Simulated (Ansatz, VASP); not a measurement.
This is a calculation of GdO for Ansatz 0.2.0.

The input input.yaml:

```yaml
crystal:
  lattice:
    - [0.0, 2.7, 2.7]
    - [2.7, 0.0, 2.7]
    - [2.7, 2.7, 0.0]
  atoms:
    - { symbol: Gd, position: [0.0, 0.0, 0.0], spin: 7.0 }
    - { symbol: O, position: [0.75, 0.75, 0.75] }
hamiltonian:
  xc: lda
  pseudopotentials: { kind: paw }
magnetization:
  spin_polarized: true
kpoints:
  mp_grid: { grid: [9, 9, 9] }
scf:
  occupations: { method: fermi_dirac, width: 0.05 }
output:
  forces: true
  stress: true
  eigenvalues: true
relax:
  f_tol: 0.01
  max_steps: 40
  cell: { stress_tol: 0.05 }
```

Potentials or basis: Ansatz PAW.

Launch:

```sh
$ ansatz run input.yaml --threads 2 --pin off --max-ram 5632MiB --backend cpu --events-out ev --progress --plain --runs-dir out
```

Problem. Set up the same calculation for VASP 6.6.1. Potentials there: VASP PAW PBE potentials, release 64 (Gd, O).

Solution. As run (the cutoff follows the program's own potentials):

Contents of INCAR:

```
PREC     = Accurate       # precision mode
ENCUT    = 600            # plane-wave cutoff, eV
EDIFF    = 1E-7           # SCF threshold, eV
ISMEAR   = -1             # smearing method
SIGMA    = 0.05           # smearing width, eV
LREAL    = False          # projectors in reciprocal space
LASPH    = True           # aspherical terms in the spheres
NELM     = 150            # most SCF steps
ALGO     = Normal         # electronic algorithm
ISIF     = 3              # what is computed and relaxed
LWAVE    = False          # write WAVECAR
LCHARG   = False          # write CHGCAR
ISPIN    = 2              # spin polarisation
MAGMOM   = 7 0            # initial moments
LORBIT   = 11             # projections on sites
LMAXMIX  = 6              # l up to which the mixer works
GGA      = CA             # functional
IBRION   = 2              # ionic algorithm
NSW      = 60             # ionic steps
EDIFFG   = -0.01          # ionic threshold
```

KPOINTS

```
Automatic mesh
0
Gamma
  9 9 9
```

File POSCAR:

```
GdO
1.0
    0.0000000000      2.7000000000      2.7000000000
    2.7000000000      0.0000000000      2.7000000000
    2.7000000000      2.7000000000      0.0000000000
Gd O
1 1
Direct
    0.0000000000      0.0000000000      0.0000000000
    0.7500000000      0.7500000000      0.7500000000
```

Potentials or basis: VASP PAW PBE potentials, release 64 (Gd, O).

The run is started by

```console
$ cat potpaw_PBE.64/Gd/POTCAR potpaw_PBE.64/O/POTCAR > POTCAR
$ mpirun -np 1 vasp_std > vasp.out
```

Both were run:

|  | VASP | Ansatz | Ansatz less VASP |
| --- | --- | --- | --- |
| gap on the k mesh at the Fermi level, each at its own relaxed structure (eV) | none | none | - |
| net moment per atom (μB) | 3.43 | 3.48 | +0.049 |
| size of the moment on the site where the two differ most (μB) | 6.64 | 6.64 | -0.008 |
| relaxed volume (Å³/atom) | 18.18 | 18.11 | -0.070 |
| relaxed length of the cell vector where the two differ most in proportion (Å) | 3.719 | 3.714 | -0.0048 |

VASP's potentials were made for PBE, not for LDA. LDA's correlation is that of Perdew and Zunger in VASP and of Perdew and Wang (1992) in Ansatz. Site moments also hang on the region over which each program counts them. A gap of «none» marks a metal or a gap that the smearing closes.

Neither program's run includes spin-orbit coupling. Noted on Ansatz's run: the plane-wave basis is chosen anew once the cell has moved, so the energies of steps on either side of that aren't comparable.
